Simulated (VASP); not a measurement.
Zn3InN3:

```
Zn In N
1.0
     4.66908    0.00000    0.00000
     0.00000    4.66908    0.00000
     0.00000    0.00000    4.66908
Zn In N
3 1 3
Direct
  0.50000 0.50000 0.00000
  0.00000 0.50000 0.50000
  0.50000 0.00000 0.50000
  0.50000 0.50000 0.50000
  0.50000 0.00000 0.00000
  0.00000 0.50000 0.00000
  0.00000 0.00000 0.50000
```

The cell was generated, and may not be a known phase.

Base run:

```yaml
Program: VASP 6.6.1
Functional: PBE
Potentials_or_basis: VASP PAW PBE potentials, release 64 (Zn, In_d, N)
Cutoff: 520 eV
k_mesh: 4 × 4 × 4
Occupations: gaussian, width 0.1 eV
Spin: no spin polarisation
```

Its results: pressure 8.4 GPa.

**Question.** The run is repeated on the same cell with these changes: spin from no spin polarisation to collinear spin, ferromagnetic start; further incar settings from ALGO = Normal; EDIFF = 1e-07; NBANDS = 41 to ALGO = Normal; EDIFF = 1e-06; NBANDS = 45. What comes out?

**Answer.** Pressure 10.0 GPa; net moment 2.79 μB per cell; site moments Zn -0.01; In +0.00; N +0.66 μB.

Caveats: the cell stands under pressure.
